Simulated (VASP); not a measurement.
Ti2W, 6 atoms in the cell. Symmetry: P-6m2, No. 187, hexagonal system. Conventional cell: a = 2.801 Å, b = 2.801 Å, c = 13.496 Å, α = 90.00°, β = 90.00°, γ = 120.00°. Within 3.7 Å of Ti (site symmetry -6m2) lie 12 Ti at 2.77 to 2.80 Å. Within 3.7 Å of Ti (site symmetry -6m2) lie 6 W at 2.77 Å and 6 Ti at 2.80 Å. Within 3.7 Å of Ti (site symmetry 3m) lie 3 W at 2.77 Å and 9 Ti at 2.77 to 2.80 Å. W (site symmetry 3m) has 6 Ti at 2.77 Å and 6 W at 2.80 Å within 3.7 Å. 

| Property | Result |
| --- | --- |
| Program | VASP 6.6.1 |
| Task | relaxation of cell and atoms |
| Functional | PBE |
| Potentials or basis | VASP PAW PBE potentials, release 64 (Ti_sv, W_sv) |
| Cutoff | 600 eV |
| k mesh | 6 × 6 × 2 |
| Occupations | gaussian, width 0.1 eV |
| Spin | no spin polarisation |
| Dipole correction | no |
| Further INCAR settings | ALGO = Normal; EDIFF = 1e-06; IBRION = 2; EDIFFG = -0.04; NSW = 90; ISIF = 3 |

Potentials or basis: VASP PAW PBE potentials, release 64 (Ti_sv, W_sv).

Launch:

```bash
$ cat potpaw_PBE.64/Ti_sv/POTCAR potpaw_PBE.64/W_sv/POTCAR > POTCAR
$ mpirun -np 1 vasp_std > vasp.out
```

Hardware: 1 thread of Intel(R) Xeon(R) 6975P-C (Granite Rapids), on a shared host.

Task: Estimate the wall time of this run.

Result: Run time: 5.6 min on 1 thread of Intel(R) Xeon(R) 6975P-C (Granite Rapids) (shared host), peak memory 0.28 GiB. Counts: scf iterations 122, k points 14, ion steps 10.
